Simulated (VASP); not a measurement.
# Zr2Si4GePd (P4/mmm) in VASP: a series of runs

The runs below take Zr2Si4GePd through single point, with PBE.

All numbers are computed with VASP 6.6.1; they aren't measurements. Logs are shortened: lines on timing, memory, paths and dates and some standing lists are left out, and cuts for length are marked.

## (1) The cell of the first run

The structure is tetragonal, space group P4/mmm (No. 123). Conventional cell: a = 4.469 Å, b = 4.469 Å, c = 9.682 Å, α = 90.00°, β = 90.00°, γ = 90.00°. Zr (site symmetry 4mm) has 8 Si at 2.81 to 3.26 Å and 1 Zr at 3.42 Å and 4 Pd at 3.59 Å within 3.7 Å. Within 3.1 Å of Si (site symmetry 4mm) lie 1 Ge at 2.33 Å and 1 Pd at 2.51 Å. Si (site symmetry mmm) has 2 Pd at 2.23 Å and 4 Zr at 2.81 Å within 3.0 Å. Within 3.1 Å of Ge (site symmetry 4/mmm) lie 2 Si at 2.33 Å. Within 3.0 Å of Pd (site symmetry 4/mmm) lie 6 Si at 2.23 to 2.51 Å.

The cell was generated, and may not be a known phase.

## (2) Single point, PBE

Contents of INCAR:

```
  PREC = Accurate
  ENCUT = 500
  EDIFF = 1E-6
  ISMEAR = 0
  SIGMA = 0.2
  LREAL = False
  LASPH = True
  NELM = 120
  ALGO = Normal
  ISIF = 2
  LWAVE = False
  LCHARG = False
  GGA = PE
  NBANDS = 42
  GGA_COMPAT = False
```

Contents of KPOINTS:

```
regular mesh
0
Gamma
  4 4 2
```

Contents of POSCAR:

```
Zr2Si4GePd
1.0
    4.4689003178      0.0000000000      0.0000000000
    0.0000000000      4.4689003178      0.0000000000
    0.0000000000      0.0000000000      9.6815814997
Zr Si Ge Pd
2 4 1 1
Direct
    0.5000000000      0.5000000000      0.6763703177
    0.5000000000      0.5000000000      0.3236296823
    0.0000000000      0.0000000000      0.7590343718
    0.0000000000      0.0000000000      0.2409656282
    0.0000000000      0.5000000000      0.5000000000
    0.5000000000      0.0000000000      0.5000000000
    0.0000000000      0.0000000000      0.0000000000
    0.0000000000      0.0000000000      0.5000000000
```

Potentials or basis: VASP PAW PBE potentials, release 64 (Zr_sv, Si, Ge_d, Pd).

Command:

```sh
$ cat potpaw_PBE.64/Zr_sv/POTCAR potpaw_PBE.64/Si/POTCAR potpaw_PBE.64/Ge_d/POTCAR potpaw_PBE.64/Pd/POTCAR > POTCAR
$ mpirun -np 1 vasp_std > vasp.out
```

OUTCAR:

```text
PREC = Accurate
   ENCUT = 500
   EDIFF = 1E-6
   ISMEAR = 0
   LREAL = False
   LASPH = True
   NELM = 120
   ISIF = 2
   GGA = PE

 ion  position               nearest neighbor table
   1  0.500  0.500  0.676-   5 2.81   6 2.81   6 2.81   5 2.81   3 3.26   3 3.26   3 3.26   3 3.26
                             2 3.42   8 3.59   8 3.59   8 3.59   8 3.59
   2  0.500  0.500  0.324-   5 2.81   6 2.81   6 2.81   5 2.81   4 3.26   4 3.26   4 3.26   4 3.26
                             1 3.42   8 3.59   8 3.59   8 3.59   8 3.59
   3  0.000  0.000  0.759-   7 2.33   8 2.51   1 3.26   1 3.26   1 3.26   1 3.26
   4  0.000  0.000  0.241-   7 2.33   8 2.51   2 3.26   2 3.26   2 3.26   2 3.26
   5  0.000  0.500  0.500-   8 2.23   8 2.23   1 2.81   2 2.81   1 2.81   2 2.81
   6  0.500  0.000  0.500-   8 2.23   8 2.23   1 2.81   1 2.81   2 2.81   2 2.81
   7  0.000  0.000  0.000-   3 2.33   4 2.33
   8  0.000  0.000  0.500-   5 2.23   6 2.23   5 2.23   6 2.23   3 2.51   4 2.51   1 3.59   2 3.59
                             1 3.59   1 3.59   2 3.59   2 3.59   1 3.59   2 3.59

  LATTYP: Found a simple tetragonal cell.
 ALAT       =     4.4689003178
 C/A-ratio  =     2.1664348746

  Lattice vectors:

 A1 = (   4.4689003178,   0.0000000000,   0.0000000000)
 A2 = (   0.0000000000,   4.4689003178,   0.0000000000)
 A3 = (   0.0000000000,   0.0000000000,   9.6815814997)

Analysis of symmetry for initial positions (statically):
=====================================================================
 Subroutine PRICEL returns:
 Original cell was already a primitive cell.

 Routine SETGRP: Setting up the symmetry group for a
 simple tetragonal supercell.

 Subroutine GETGRP returns: Found 16 space group operations
 (whereof 16 operations were pure point group operations)
 out of a pool of 16 trial point group operations.

The static configuration has the point symmetry D_4h.

Analysis of symmetry for dynamics (positions and initial velocities):
=====================================================================
 Subroutine PRICEL returns:
 Original cell was already a primitive cell.

 Routine SETGRP: Setting up the symmetry group for a
 simple tetragonal supercell.

 Subroutine GETGRP returns: Found 16 space group operations
 (whereof 16 operations were pure point group operations)
 out of a pool of 16 trial point group operations.

The dynamic configuration has the point symmetry D_4h.

 Subroutine INISYM returns: Found 16 space group operations
 (whereof 16 operations are pure point group operations),
 and found     1 'primitive' translations

----------------------------------------------------------------------------------------

                                     Primitive cell

  volume of cell :     193.3515

  direct lattice vectors                    reciprocal lattice vectors
     4.468900318  0.000000000  0.000000000     0.223768697  0.000000000  0.000000000
     0.000000000  4.468900318  0.000000000     0.000000000  0.223768697  0.000000000
     0.000000000  0.000000000  9.681581500     0.000000000  0.000000000  0.103288910

  length of vectors
     4.468900318  4.468900318  9.681581500     0.223768697  0.223768697  0.103288910

  position of ions in fractional coordinates (direct lattice)
     0.500000000  0.500000000  0.676370318
     0.500000000  0.500000000  0.323629682
     0.000000000  0.000000000  0.759034372
     0.000000000  0.000000000  0.240965628
     0.000000000  0.500000000  0.500000000
     0.500000000  0.000000000  0.500000000
     0.000000000  0.000000000  0.000000000
     0.000000000  0.000000000  0.500000000

  ion indices of the primitive-cell ions
   primitive index   ion index
                 1           1
                 2           2
                 3           3
                 4           4
                 5           5
                 6           6
                 7           7
                 8           8

----------------------------------------------------------------------------------------

 KPOINTS: regular mesh

Automatic generation of k-mesh.
[... 46 lines left out ...]
   LORBIT       =      0    0 simple, 1 ext, 2 COOP (PROOUT), +10 PAW based schemes
   GGA     = PE    functional components
   LHFCALC =     F    Hartree Fock is set to
   AEXX    =    0.0000 exact exchange contribution
   IVDW    =     0    specifies the selected vdW correction
   LEPSILON=     F    determine dielectric tensor
   LRPA    =     F    only Hartree local field effects (RPA)
 non-spin polarized calculation
 Gauss-broadening in eV      SIGMA  =   0.20
  energy-cutoff  :      500.00
  volume of cell :      193.35
 maximum number of plane-waves:      4952
 NGX is ok and might be reduce to    36
   NGX = 17   NGY = 17   NGZ = 35

 number of electron      63.9999982 magnetization

 Free energy of the ion-electron system (eV)
  ---------------------------------------------------
  ext. energy  EPLUGINS =         0.00000000
  ---------------------------------------------------
  free energy    TOTEN  =       -45.23576439 eV

  energy without entropy =      -45.14922407  energy(sigma->0) =      -45.19249423

 E-fermi :   5.6783     XC(G=0):  -9.4285

 val. band max:        5.6393107113   @ k =   0.5000   0.2500   0.0000
 cond. band min:       5.7253644336   @ k =   0.0000   0.0000   0.0000
 fundamental gap:      0.0860537223
 Fermi energy:         5.6783471076

 k-point     1 :       0.0000    0.0000    0.0000
  band No.  band energies     occupation
      1     -43.9524      2.00000
      2     -43.9414      2.00000
      3     -22.0528      2.00000
      4     -21.9585      2.00000
      5     -21.9585      2.00000
      6     -21.9395      2.00000
[... 34 lines left out ...]
     41       7.7408      0.00000
     42       8.1266      0.00000

 k-point     2 :       0.2500    0.0000    0.0000
  band No.  band energies     occupation
      1     -43.9521      2.00000
      2     -43.9411      2.00000
      3     -22.0510      2.00000
      4     -21.9695      2.00000
      5     -21.9578      2.00000
      6     -21.9485      2.00000
[... 439 lines left out ...]
     41       7.8822      0.00000
     42       8.2608      0.00000

 k-point    12 :       0.5000    0.5000    0.5000
  band No.  band energies     occupation
      1     -43.9513      2.00000
      2     -43.9404      2.00000
      3     -22.0460      2.00000
      4     -21.9777      2.00000
      5     -21.9777      2.00000
      6     -21.9555      2.00000
[... 34 lines left out ...]
     41       8.3650      0.00000
     42       8.3971      0.00000

------------------------ aborting loop because EDIFF is reached ----------------------------------------

  FORCE on cell =-STRESS in cart. coord.  units (eV):
  Direction    XX          YY          ZZ          XY          YZ          ZX
  --------------------------------------------------------------------------------------
  -------------------------------------------------------------------------------------
  Total        0.1699179      0.1699179     -0.1107882      0.0000000     -0.0000000     -0.0000000
  in kB        1.4079980      1.4079980     -0.9180287      0.0000000     -0.0000000     -0.0000000
  external PRESSURE =       0.6326558 kB  Pullay stress =       0.0000000 kB

 VOLUME and BASIS-vectors are now :
 -----------------------------------------------------------------------------
  energy-cutoff  :      500.00
  volume of cell :      193.35
      direct lattice vectors                 reciprocal lattice vectors
     4.468900318  0.000000000  0.000000000     0.223768697  0.000000000  0.000000000
     0.000000000  4.468900318  0.000000000     0.000000000  0.223768697  0.000000000
     0.000000000  0.000000000  9.681581500     0.000000000  0.000000000  0.103288910

 POSITION                                       TOTAL-FORCE (eV/Angst)
 -----------------------------------------------------------------------------------
      2.23445      2.23445      6.54833         0.000000     -0.000000      0.010428
      2.23445      2.23445      3.13325        -0.000000     -0.000000     -0.010428
      0.00000      0.00000      7.34865        -0.000000      0.000000      0.020849
      0.00000      0.00000      2.33293        -0.000000      0.000000     -0.020849
      0.00000      2.23445      4.84079        -0.000000      0.000000      0.000000
      2.23445      0.00000      4.84079        -0.000000      0.000000      0.000000
      0.00000      0.00000      0.00000        -0.000000      0.000000      0.000000
      0.00000      0.00000      4.84079        -0.000000      0.000000      0.000000
 -----------------------------------------------------------------------------------
    total drift:                                0.000000      0.000000      0.000000

  FREE ENERGIE OF THE ION-ELECTRON SYSTEM (eV)
  ---------------------------------------------------
  free  energy   TOTEN  =       -45.2357643855 eV

  energy  without entropy=      -45.1492240673  energy(sigma->0) =      -45.19249423
```

It took 74 s on 1 thread of Intel Xeon 6975P-C (Granite Rapids), shared host; peak memory 0.34 GiB.

Results:

```
Free energy            : -45.2358 eV
Pressure               : 0.1 GPa
Largest force          : 0.021 eV/Å
Band gap on the k mesh : zero (bands 32 and 33 overlap by 0.37 eV)
```

Forces on the atoms (eV/Å):
```
Zr   0.000  0.000  0.010
Zr   0.000  0.000 -0.010
Si   0.000  0.000  0.021
Si   0.000  0.000 -0.021
Si   0.000  0.000  0.000
Si   0.000  0.000  0.000
Ge   0.000  0.000  0.000
Pd   0.000  0.000  0.000
```

Stress tensor (GPa, compression positive):
```
 0.14  0.00  0.00
 0.00  0.14  0.00
 0.00  0.00 -0.09
```

## (3) Single point, PBE

This run uses another cell than the first one, of 33.14 Å³/atom.

Contents of INCAR:

```
PREC     = Accurate       # precision mode
ENCUT    = 500            # plane-wave cutoff, eV
EDIFF    = 1E-6           # SCF threshold, eV
ISMEAR   = 0              # smearing method
SIGMA    = 0.2            # smearing width, eV
LREAL    = False          # projectors in reciprocal space
LASPH    = True           # aspherical terms in the spheres
NELM     = 120            # most SCF steps
ALGO     = Normal         # electronic algorithm
ISIF     = 2              # what is computed and relaxed
LWAVE    = False          # write WAVECAR
LCHARG   = True           # write CHGCAR
GGA      = PE             # functional
LELF     = True           # ELF
LVHAR    = True         
NBANDS   = 42             # bands
GGA_COMPAT= False
```

Contents of KPOINTS:

```
regular mesh
0
Gamma
  3 3 4
```

Contents of POSCAR:

```
Zr2Si4GePd
1.0
    7.2089150285      0.0000000000      0.0000000000
    0.0000000000      7.2089150285      0.0000000000
    0.0000000000      0.0000000000      5.1010694489
Zr Si Ge Pd
2 4 1 1
Direct
    0.0000000000      0.0000000000      0.0000000000
    0.5000000000      0.5000000000      0.5000000000
    0.8483181437      0.5000000000      0.5000000000
    0.1516818563      0.5000000000      0.5000000000
    0.5000000000      0.1516818563      0.5000000000
    0.5000000000      0.8483181437      0.5000000000
    0.0000000000      0.0000000000      0.5000000000
    0.5000000000      0.5000000000      0.0000000000
```

Potentials or basis: VASP PAW PBE potentials, release 64 (Zr_sv, Si, Ge_d, Pd).

Command:

```sh
$ cat potpaw_PBE.64/Zr_sv/POTCAR potpaw_PBE.64/Si/POTCAR potpaw_PBE.64/Ge_d/POTCAR potpaw_PBE.64/Pd/POTCAR > POTCAR
$ mpirun -np 1 vasp_std > vasp.out
```

It took 90 s on 1 thread of Intel Xeon 6975P-C (Granite Rapids), shared host; peak memory 0.39 GiB.

It converged, with:

```
Free energy            : -38.2366 eV
Pressure               : 0.0 GPa
Largest force          : 0.046 eV/Å
Band gap on the k mesh : zero (bands 32 and 33 overlap by 0.97 eV)
```

Forces in eV/Å, atoms in the order of the input:
```
Zr   0.000  0.000  0.000
Zr   0.000  0.000  0.000
Si   0.046  0.000  0.000
Si  -0.046  0.000  0.000
Si   0.000 -0.046  0.000
Si   0.000  0.046  0.000
Ge   0.000  0.000  0.000
Pd   0.000  0.000  0.000
```

Stress tensor (GPa, compression positive):
```
-0.06  0.00  0.00
 0.00 -0.06  0.00
 0.00  0.00  0.08
```

Levels at points of the mesh, in eV from the Fermi level:
```csv
k point,band 30,band 31,band 32,band 33,band 34,band 35
"(0.00, 0.00, 0.00)",-0.47,-0.15,0.18,0.18,0.37,0.55
"(0.00, 0.00, 0.50)",-1.29,-0.91,-0.91,-0.75,0.44,0.55
```

## (4) Single point, PBE

This run uses another cell than the first one, of 16.69 Å³/atom.

Contents of INCAR:

```
PREC = Accurate ; ENCUT = 500
EDIFF = 1E-6 ; ISMEAR = 0
SIGMA = 0.1 ; LREAL = F
LASPH = T ; NELM = 120
ALGO = Normal ; ISIF = 2
LWAVE = F ; LCHARG = T
GGA = PE ; LELF = T
LVHAR = T ; NBANDS = 42
GGA_COMPAT = F
```

Contents of KPOINTS:

```
regular mesh
0
Gamma
  4 4 4
```

Contents of POSCAR:

```
Zr2Si4GePd
1.0
    4.8676046203      0.0000000000      0.0000000000
    0.0000000000      4.8676046203      0.0000000000
    0.0000000000      0.0000000000      5.6357396546
Zr Si Ge Pd
2 4 1 1
Direct
    0.5000000000      0.5000000000      0.5000000000
    0.0000000000      0.0000000000      0.5000000000
    0.0000000000      0.5000000000      0.2196099277
    0.5000000000      0.0000000000      0.2196099277
    0.0000000000      0.5000000000      0.7803900723
    0.5000000000      0.0000000000      0.7803900723
    0.5000000000      0.5000000000      0.0000000000
    0.0000000000      0.0000000000      0.0000000000
```

Command:

```sh
$ cat potpaw_PBE.64/Zr_sv/POTCAR potpaw_PBE.64/Si/POTCAR potpaw_PBE.64/Ge_d/POTCAR potpaw_PBE.64/Pd/POTCAR > POTCAR
$ mpirun -np 1 vasp_std > vasp.out
```

Run time: 55 s. Hardware: 1 thread of Intel Xeon 6975P-C (Granite Rapids), shared host; peak memory 0.28 GiB.

Results (log left out):

- Free energy: -50.5856 eV
- Pressure: 0.2 GPa
- Largest force: 0.177 eV/Å
- Band gap on the k mesh: zero (bands 32 and 33 overlap by 0.97 eV)

Forces on the atoms (eV/Å):
```
Zr   0.000  0.000  0.000
Zr   0.000  0.000  0.000
Si   0.000  0.000 -0.177
Si   0.000  0.000 -0.177
Si   0.000  0.000  0.177
Si   0.000  0.000  0.177
Ge   0.000  0.000  0.000
Pd   0.000  0.000  0.000
```

Stress tensor (GPa, compression positive):
```
0.02 0.00 0.00
0.00 0.02 0.00
0.00 0.00 0.56
```

Levels at points of the mesh, in eV from the Fermi level:
```csv
k point,band 28,band 29,band 30,band 31,band 32,band 33,band 34,band 35,band 36,band 37
"(0.00, 0.00, 0.00)",-1.52,-1.10,-0.88,-0.27,-0.27,0.73,1.12,1.12,1.67,2.62
"(0.50, 0.00, 0.00)",-1.77,-0.97,-0.67,-0.64,0.34,0.50,0.53,0.92,1.48,2.39
"(0.50, 0.50, 0.00)",-2.25,-1.86,-1.17,-0.51,0.05,2.12,2.12,2.59,2.66,2.66
"(0.00, 0.00, 0.50)",-1.15,-1.06,-0.81,-0.62,-0.62,-0.40,1.29,1.34,1.34,1.84
"(0.50, 0.00, 0.50)",-1.56,-1.55,-1.14,-0.28,-0.26,-0.15,0.10,1.98,2.11,2.22
"(0.50, 0.50, 0.50)",-1.93,-1.16,-0.26,-0.11,-0.07,1.08,1.08,1.57,2.27,2.42
```

## (5) Single point, PBE

This run uses another cell than the first one, of 16.76 Å³/atom.

Contents of INCAR:

```
SYSTEM = Zr2Si4GePd
PREC = Accurate
ENCUT = 500
EDIFF = 1E-6
ISMEAR = 0
SIGMA = 0.1
LREAL = .False.
LASPH = .True.
NELM = 120
ALGO = Normal
ISIF = 2
LWAVE = .False.
LCHARG = .False.
GGA = PE
NBANDS = 42
GGA_COMPAT = .False.
```

Contents of KPOINTS:

```
Automatic mesh
0
Gamma
  6 6 6
  0 0 0
```

Contents of POSCAR:

```
Zr2Si4GePd
1.0
    4.8866488096      0.0000000000      0.0000000000
    0.0000000000      4.8866488096      0.0000000000
    0.0000000000      0.0000000000      5.6147971710
Zr Si Ge Pd
2 4 1 1
Direct
    0.5000000000      0.5000000000      0.5000000000
    0.0000000000      0.0000000000      0.5000000000
    0.0000000000      0.5000000000      0.2188077935
    0.5000000000      0.0000000000      0.2188077935
    0.0000000000      0.5000000000      0.7811922065
    0.5000000000      0.0000000000      0.7811922065
    0.5000000000      0.5000000000      0.0000000000
    0.0000000000      0.0000000000      0.0000000000
```

Command:

```sh
$ cat potpaw_PBE.64/Zr_sv/POTCAR potpaw_PBE.64/Si/POTCAR potpaw_PBE.64/Ge_d/POTCAR potpaw_PBE.64/Pd/POTCAR > POTCAR
$ mpirun -np 1 vasp_std > vasp.out
```

It took 1.9 min on 1 thread of Intel Xeon 6975P-C (Granite Rapids), shared host; peak memory 0.35 GiB.

It converged, with:

```yaml
Free_energy: -50.4550 eV
Pressure: 0.0 GPa
Largest_force: 0.010 eV/Å
Band_gap_on_the_k_mesh: zero (bands 32 and 33 overlap by 0.74 eV)
```

Forces in eV/Å, atoms in the order of the input:
```
Zr   0.000  0.000  0.000
Zr   0.000  0.000  0.000
Si   0.000  0.000 -0.010
Si   0.000  0.000 -0.010
Si   0.000  0.000  0.010
Si   0.000  0.000  0.010
Ge   0.000  0.000  0.000
Pd   0.000  0.000  0.000
```

Stress tensor (GPa, compression positive):
```
-0.01  0.00  0.00
 0.00 -0.01  0.00
 0.00  0.00  0.07
```

Levels at points of the mesh, in eV from the Fermi level:
```csv
k point,band 28,band 29,band 30,band 31,band 32,band 33,band 34,band 35,band 36,band 37
"(0.00, 0.00, 0.00)",-1.53,-1.19,-0.88,-0.35,-0.35,0.72,1.13,1.13,1.61,2.59
"(0.50, 0.00, 0.00)",-1.80,-1.04,-0.73,-0.64,0.35,0.46,0.53,0.92,1.43,2.40
"(0.50, 0.50, 0.00)",-2.25,-1.82,-1.17,-0.58,0.04,2.11,2.11,2.54,2.54,2.59
"(0.00, 0.00, 0.50)",-1.20,-1.05,-0.80,-0.65,-0.65,-0.39,1.25,1.35,1.35,1.89
"(0.50, 0.00, 0.50)",-1.55,-1.55,-1.14,-0.31,-0.30,-0.23,0.10,1.98,2.12,2.13
"(0.50, 0.50, 0.50)",-1.91,-1.18,-0.28,-0.16,-0.06,1.00,1.00,1.46,2.28,2.45
```

## (6) Overview

| cell | k mesh | smearing | gap on the mesh (eV) | pressure (GPa) | largest force (eV/Å) |
| --- | --- | --- | --- | --- | --- |
| a = 4.469, b = 4.469, c = 9.682 Å, 8 atoms, atomic positions A | 4 × 4 × 2 | gaussian 0.2 eV | none | 0.1 | 0.02 |
| a = 7.209, b = 7.209, c = 5.101 Å, 8 atoms, atomic positions B | 3 × 3 × 4 | gaussian 0.2 eV | none | 0.0 | 0.05 |
| a = 4.868, b = 4.868, c = 5.636 Å, 8 atoms, atomic positions C | 4 × 4 × 4 | gaussian 0.1 eV | none | 0.2 | 0.18 |
| a = 4.887, b = 4.887, c = 5.615 Å, 8 atoms, atomic positions D | 6 × 6 × 6 | gaussian 0.1 eV | none | 0.0 | 0.01 |

Alike in all rows: task single point; level PBE; potentials or basis VASP PAW PBE potentials, release 64 (Zr_sv, Si, Ge_d, Pd); no spin polarisation; cutoff (eV) 500.

Absolute energies hang on the potentials; compare differences alone.

The gap in the log of VASP goes by the Fermi energy; the results here count the filled bands.